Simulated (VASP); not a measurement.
# ZrC (Fm-3m) in VASP: further runs

ZrC is run at these levels: PBE; tasks: single point.

All numbers are computed with VASP 6.6.1; they aren't measurements. Logs are shortened: lines on timing, memory, paths and dates and some standing lists are left out, and cuts for length are marked.

## 1. The cell of the first run

It takes space group Fm-3m (No. 225, cubic). Conventional cell: a = 4.730 Å, b = 4.730 Å, c = 4.730 Å, α = 90.00°, β = 90.00°, γ = 90.00°. Within 3.1 Å of Zr (site symmetry m-3m) lie 6 C at 2.37 Å. Within 3.1 Å of C (site symmetry m-3m) lie 6 Zr at 2.37 Å.

## 2. Single point, PBE

Input file INCAR:

```
PREC = Accurate
ENCUT = 520
EDIFF = 1E-6
ISMEAR = -1
SIGMA = 0.05
LREAL = False
LASPH = True
NELM = 60
ALGO = Normal
ISIF = 2
LWAVE = False
LCHARG = False
GGA = PE
NBANDS = 15
```

Input file KPOINTS:

```
Automatic mesh
0
Gamma
  12 12 12
```

Input file POSCAR:

```
ZrC
1.0
    0.0000000000      2.3650000000      2.3650000000
    2.3650000000      0.0000000000      2.3650000000
    2.3650000000      2.3650000000      0.0000000000
Zr C
1 1
Direct
    0.5000000000      0.5000000000      0.5000000000
    0.0000000000      0.0000000000      0.0000000000
```

Potentials or basis: VASP PAW PBE potentials, release 64 (Zr_sv, C).

The run is started by

```
$ cat potpaw_PBE.64/Zr_sv/POTCAR potpaw_PBE.64/C/POTCAR > POTCAR
$ mpirun -np 1 vasp_std > vasp.out
```

OUTCAR:

```text
PREC = Accurate
   ENCUT = 520
   EDIFF = 1E-6
   ISMEAR = -1
   LREAL = False
   LASPH = True
   NELM = 60
   ISIF = 2
   GGA = PE

 ion  position               nearest neighbor table
   1  0.500  0.500  0.500-   2 2.37   2 2.37   2 2.37   2 2.37   2 2.37   2 2.37
   2  0.000  0.000  0.000-   1 2.37   1 2.37   1 2.37   1 2.37   1 2.37   1 2.37

  LATTYP: Found a face centered cubic cell.
 ALAT       =     4.7300000000

  Lattice vectors:

 A1 = (   0.0000000000,   2.3650000000,   2.3650000000)
 A2 = (   2.3650000000,   0.0000000000,   2.3650000000)
 A3 = (   2.3650000000,   2.3650000000,   0.0000000000)

Analysis of symmetry for initial positions (statically):
=====================================================================
 Subroutine PRICEL returns:
 Original cell was already a primitive cell.

 Routine SETGRP: Setting up the symmetry group for a
 face centered cubic supercell.

 Subroutine GETGRP returns: Found 48 space group operations
 (whereof 48 operations were pure point group operations)
 out of a pool of 48 trial point group operations.

The static configuration has the point symmetry O_h .

Analysis of symmetry for dynamics (positions and initial velocities):
=====================================================================
 Subroutine PRICEL returns:
 Original cell was already a primitive cell.

 Routine SETGRP: Setting up the symmetry group for a
 face centered cubic supercell.

 Subroutine GETGRP returns: Found 48 space group operations
 (whereof 48 operations were pure point group operations)
 out of a pool of 48 trial point group operations.

The dynamic configuration has the point symmetry O_h .

 Subroutine INISYM returns: Found 48 space group operations
 (whereof 48 operations are pure point group operations),
 and found     1 'primitive' translations

----------------------------------------------------------------------------------------

                                     Primitive cell

  volume of cell :      26.4560

  direct lattice vectors                    reciprocal lattice vectors
     0.000000000  2.365000000  2.365000000    -0.211416490  0.211416490  0.211416490
     2.365000000  0.000000000  2.365000000     0.211416490 -0.211416490  0.211416490
     2.365000000  2.365000000  0.000000000     0.211416490  0.211416490 -0.211416490

  length of vectors
     3.344615075  3.344615075  3.344615075     0.366184103  0.366184103  0.366184103

  position of ions in fractional coordinates (direct lattice)
     0.500000000  0.500000000  0.500000000
     0.000000000  0.000000000  0.000000000

  ion indices of the primitive-cell ions
   primitive index   ion index
                 1           1
[... 80 lines left out ...]
   ISYM   =      2    0-nonsym 1-usesym 2-fastsym
   POTIM  = 0.5000    time-step for ionic-motion
   TEBEG  =    0.0;   TEEND  =   0.0 temperature during run
   PSTRESS=    0.0 pullay stress
   NELECT =      16.0000    total number of electrons
   NUPDOWN=      -1.0000    fix difference up-down
   EMIN   =  10.00;   EMAX   =-10.00  energy-range for DOS
   EFERMI =   0.00;   METHOD = LEGACY
   ISMEAR =    -1;   SIGMA  =   0.05  broadening in eV -4-tet -1-fermi 0-gaus
   EFERMI_NEDOS =   21; number of points for ismear=-14 and -15
   IALGO  =     38    algorithm
   IMIX   =      4    mixing-type and parameters
     AMIX     =   0.40;   BMIX     =  1.00
     AMIX_MAG =   1.60;   BMIX_MAG =  1.00
  volume/ion in A,a.u.               =      13.23        89.27
  Fermi-wavevector in a.u.,A,eV,Ry     =   1.384439  2.616209 26.077880  1.916670
  Thomas-Fermi vector in A             =   2.508943
   LORBIT       =      0    0 simple, 1 ext, 2 COOP (PROOUT), +10 PAW based schemes
   GGA     = PE    functional components
   LHFCALC =     F    Hartree Fock is set to
   AEXX    =    0.0000 exact exchange contribution
   IVDW    =     0    specifies the selected vdW correction
   LEPSILON=     F    determine dielectric tensor
   LRPA    =     F    only Hartree local field effects (RPA)
 non-spin polarized calculation
  energy-cutoff  :      520.00
  volume of cell :       26.46
 maximum number of plane-waves:       725
 NGX is ok and might be reduce to    28
   NGX = 13   NGY = 13   NGZ = 13

 number of electron      16.0000000 magnetization

 Free energy of the ion-electron system (eV)
  ---------------------------------------------------
  ext. energy  EPLUGINS =         0.00000000
  ---------------------------------------------------
  free energy    TOTEN  =       -19.45989238 eV

  energy without entropy =      -19.45696837  energy(sigma->0) =      -19.45843037

 E-fermi :   9.4445     XC(G=0): -12.0406

 val. band max:        9.4392464812   @ k =   0.5000   0.5000   0.0000
 cond. band min:       9.4994785153   @ k =   0.4167   0.3333   0.0000
 fundamental gap:      0.0602320341
 Fermi energy:         9.4444951197

 k-point     1 :       0.0000    0.0000    0.0000
  band No.  band energies     occupation
      1     -38.7827      2.00000
      2     -16.5048      2.00000
      3     -16.5048      2.00000
      4     -16.5048      2.00000
      5      -1.8411      2.00000
      6      10.3291      0.00000
      7      10.3291      0.00000
      8      10.3291      0.00000
      9      10.4836      0.00000
     10      10.4836      0.00000
     11      10.4836      0.00000
     12      12.1544      0.00000
     13      12.1544      0.00000
     14      16.4933      0.00000
[... 401 lines left out ...]
      2     -17.2193      2.00000
      3     -16.7238      2.00000
      4     -16.6085      2.00000
      5       0.7275      2.00000
      6       4.7984      2.00000
      7       6.8115      2.00000
      8       6.8377      2.00000
      9      13.0186      0.00000
     10      13.5596      0.00000
     11      14.1353      0.00000
     12      17.2056      0.00000
     13      18.6342      0.00000
     14      18.8843      0.00000
     15      22.5890      0.00000

 [... further k-points ...]
[... 5 lines left out ...]
  --------------------------------------------------------------------------------------
  -------------------------------------------------------------------------------------
  Total       -0.4360628     -0.4360628     -0.4360628     -0.0000000      0.0000000      0.0000000
  in kB      -26.4080386    -26.4080386    -26.4080386     -0.0000000      0.0000000      0.0000000
  external PRESSURE =     -26.4080386 kB  Pullay stress =       0.0000000 kB

 VOLUME and BASIS-vectors are now :
 -----------------------------------------------------------------------------
  energy-cutoff  :      520.00
  volume of cell :       26.46
      direct lattice vectors                 reciprocal lattice vectors
     0.000000000  2.365000000  2.365000000    -0.211416490  0.211416490  0.211416490
     2.365000000  0.000000000  2.365000000     0.211416490 -0.211416490  0.211416490
     2.365000000  2.365000000  0.000000000     0.211416490  0.211416490 -0.211416490

 POSITION                                       TOTAL-FORCE (eV/Angst)
 -----------------------------------------------------------------------------------
      2.36500      2.36500      2.36500        -0.000000     -0.000000      0.000000
      0.00000      0.00000      0.00000         0.000000      0.000000     -0.000000
 -----------------------------------------------------------------------------------
    total drift:                                0.000000      0.000000      0.000000

  FREE ENERGIE OF THE ION-ELECTRON SYSTEM (eV)
  ---------------------------------------------------
  free  energy   TOTEN  =       -19.4598923819 eV

  energy  without entropy=      -19.4569683652  energy(sigma->0) =      -19.45843037
```

stdout:

```text
POSCAR found type information on POSCAR ZrC
 POSCAR found :  2 types and       2 ions
 scaLAPACK will be used
 LDA part: xc-table for (Slater+PW92), standard interpolation
 POSCAR, INCAR and KPOINTS ok, starting setup
 FFT: planning ... GRIDC
 FFT: planning ... GRID_SOFT
 FFT: planning ... GRID
 WAVECAR not read
 entering main loop
```

Wall time 64 s (1 thread of Intel Xeon 8259CL, shared host); peak memory 0.17 GiB.

What came out:

```yaml
Free_energy: -19.4599 eV
Pressure: -2.6 GPa
Band_gap_on_the_k_mesh: zero (bands 8 and 9 overlap by 1.30 eV)
```

Levels at points of the mesh, in eV from the Fermi level:
```csv
k point,band 5,band 6,band 7,band 8,band 9,band 10,band 11,band 12
"(0.00, 0.00, 0.00)",-11.29,0.88,0.88,0.88,1.04,1.04,1.04,2.71
"(0.50, 0.00, 0.00)",-8.30,-5.27,-2.92,-2.92,4.35,4.35,5.17,6.40
"(0.50, 0.50, 0.00)",-10.11,-2.13,-1.75,-0.01,-0.01,4.30,5.48,5.48
```

## 3. Single point, PBE, collinear spin, zero start

Input file INCAR:

```
ALGO = Normal
EDIFF = 1E-6
ENCUT = 520
GGA = PE
ISIF = 2
ISMEAR = -1
ISPIN = 2
LASPH = T
LCHARG = F
LMAXMIX = 4
LORBIT = 11
LREAL = F
LWAVE = F
MAGMOM = 0 0
NBANDS = 19
NELM = 150
NUPDOWN = 0.0
PREC = Accurate
SIGMA = 0.05
```

Input file KPOINTS:

```
k-points
0
Gamma
  12 12 12
```

POSCAR is that of step 2.

Potentials or basis: VASP PAW PBE potentials, release 64 (Zr_sv, C).

The run is started by

```
$ cat potpaw_PBE.64/Zr_sv/POTCAR potpaw_PBE.64/C/POTCAR > POTCAR
$ mpirun -np 1 vasp_std > vasp.out
```

It took 2.4 min on 1 thread of Intel Xeon 8259CL, shared host; peak memory 0.21 GiB.

Results (log left out):

```
Free energy                                           : -19.4599 eV
Pressure                                              : -2.7 GPa
Net moment                                            : 0.00 μB per cell
Valence electrons inside the program's atomic spheres : Zr 9.81; C 2.35
```

Caveat: the total moment is fixed, so each spin has its own Fermi level.

## 4. Single point, PBE, collinear spin, zero start

Input file INCAR:

```
SYSTEM = ZrC
PREC = Accurate
ENCUT = 520
EDIFF = 1E-6
ISMEAR = -1
SIGMA = 0.05
LREAL = .FALSE.
LASPH = .TRUE.
NELM = 150
ALGO = Normal
ISIF = 2
LWAVE = .FALSE.
LCHARG = .FALSE.
ISPIN = 2
MAGMOM = 0 0
LORBIT = 11
NUPDOWN = 0.0
LMAXMIX = 4
GGA = PE
NBANDS = 19
```

Input file KPOINTS:

```
Automatic mesh
0
G
  12 12 12
  0 0 0
```

POSCAR is that of step 3.

The run is started by

```
$ cat potpaw_PBE.64/Zr_sv/POTCAR potpaw_PBE.64/C/POTCAR > POTCAR
$ mpirun -np 1 vasp_std > vasp.out
```

Run time: 2.3 min. Hardware: 1 thread of Intel Xeon 8259CL, shared host; peak memory 0.21 GiB.

Results (log left out):

| Quantity | Value |
| --- | --- |
| Free energy | -19.4599 eV |
| Pressure | -2.7 GPa |
| Net moment | 0.00 μB per cell |
| Valence electrons inside the program's atomic spheres | Zr 9.81; C 2.35 |

Caveat: the total moment is fixed, so each spin has its own Fermi level.

## 5. Single point, PBE, collinear spin

INCAR, as its differences from that of step 4:

```diff
@@ -14,5 +14,4 @@
 ISPIN = 2
-MAGMOM = 0 0
+MAGMOM = 1 0
 LORBIT = 11
-NUPDOWN = 0.0
 LMAXMIX = 4
```

Input file KPOINTS:

```
regular mesh
0
G
  12 12 12
  0 0 0
```

POSCAR is that of step 4.

The run is started by

```
$ cat potpaw_PBE.64/Zr_sv/POTCAR potpaw_PBE.64/C/POTCAR > POTCAR
$ mpirun -np 1 vasp_std > vasp.out
```

It took 2.3 min on 1 thread of Intel Xeon 8259CL, shared host; peak memory 0.21 GiB.

It converged, with:

- Free energy: -19.4599 eV
- Pressure: -2.7 GPa
- Band gap on the k mesh: zero (filled and empty bands overlap)
- Net moment: 0.00 μB per cell
- Valence electrons inside the program's atomic spheres: Zr 9.81; C 2.35

Levels at points of the mesh, in eV from the Fermi level:
Spin up:
| k point | band 5 | band 6 | band 7 | band 8 | band 9 | band 10 | band 11 | band 12 |
| --- | --- | --- | --- | --- | --- | --- | --- | --- |
| (0.00, 0.00, 0.00) | -11.29 | 0.88 | 0.88 | 0.88 | 1.04 | 1.04 | 1.04 | 2.71 |
| (0.50, 0.00, 0.00) | -8.30 | -5.27 | -2.92 | -2.92 | 4.35 | 4.35 | 5.17 | 6.40 |
| (0.50, 0.50, 0.00) | -10.11 | -2.13 | -1.75 | -0.01 | -0.01 | 4.30 | 5.48 | 5.48 |
Spin down:
```
           k point  band 5  band 6  band 7  band 8  band 9  band 10  band 11  band 12
(0.00, 0.00, 0.00)  -11.29    0.88    0.88    0.88    1.04     1.04     1.04     2.71
(0.50, 0.00, 0.00)   -8.30   -5.27   -2.92   -2.92    4.35     4.35     5.17     6.40
(0.50, 0.50, 0.00)  -10.11   -2.13   -1.75   -0.01   -0.01     4.30     5.48     5.48
```

## 6. Overview

| spin | fixed moment (μB) | gap on the mesh (eV) | pressure (GPa) | moment (μB) |
| --- | --- | --- | --- | --- |
| off | - | none | -2.6 | - |
| collinear, zero start | 0.0 | - | -2.7 | 0.00 |
| collinear | - | none | -2.7 | 0.00 |

Alike in all rows: task single point; level PBE; potentials or basis VASP PAW PBE potentials, release 64 (Zr_sv, C); cell as given; k mesh 12 × 12 × 12; cutoff (eV) 520; smearing fermi-dirac 0.05 eV.

Caveats: the total moment is fixed, so each spin has its own Fermi level (at least some runs).

Total energies depend on the potentials used, so only differences within one code and one set of settings carry meaning.

The gap in the log of VASP goes by the Fermi energy; the results here count the filled bands.